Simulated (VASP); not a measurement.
A run of VASP 6.6.1 is set up as follows.

File INCAR:

```
SYSTEM = Hf
  PREC = Accurate
  ENCUT = 520
  EDIFF = 1E-7
  ISMEAR = -1
  SIGMA = 0.05
  LREAL = .FALSE.
  LASPH = .TRUE.
  NELM = 60
  ALGO = Normal
  ISIF = 2
  LWAVE = .FALSE.
  LCHARG = .TRUE.
  GGA = PE
  LELF = .TRUE.
  LVHAR = .TRUE.
  NBANDS = 17
```

KPOINTS

```
regular mesh
0
G
  13 13 7
  0 0 0
```

The input POSCAR:

```
Hf
1.0
    3.2283510632      0.0000000000      0.0000000000
   -1.6141755316      2.7958340330      0.0000000000
    0.0000000000      0.0000000000      5.1078804847
Hf
2
Direct
    0.3333333333      0.6666666667      0.2500000000
    0.6666666667      0.3333333333      0.7500000000
```

Potentials or basis: VASP PAW PBE potentials, release 64 (Hf_pv).

The run is started by

```bash
$ cat potpaw_PBE.64/Hf_pv/POTCAR > POTCAR
$ mpirun -np 1 vasp_std > vasp.out
```

**Question.** Estimate the band gap on the k mesh.

**Answer.** Zero (band 10 reaches 5.88 eV, above the bottom of band 11 at 4.31 eV).

**Question.** Predict the pressure.

**Answer.** -2.7 GPa.

Stress tensor (GPa, compression positive):
```
-2.64  0.00  0.00
 0.00 -2.64  0.00
 0.00  0.00 -2.98
```

Caveat: spin-orbit coupling is left out, which moves the levels of the heavy elements.
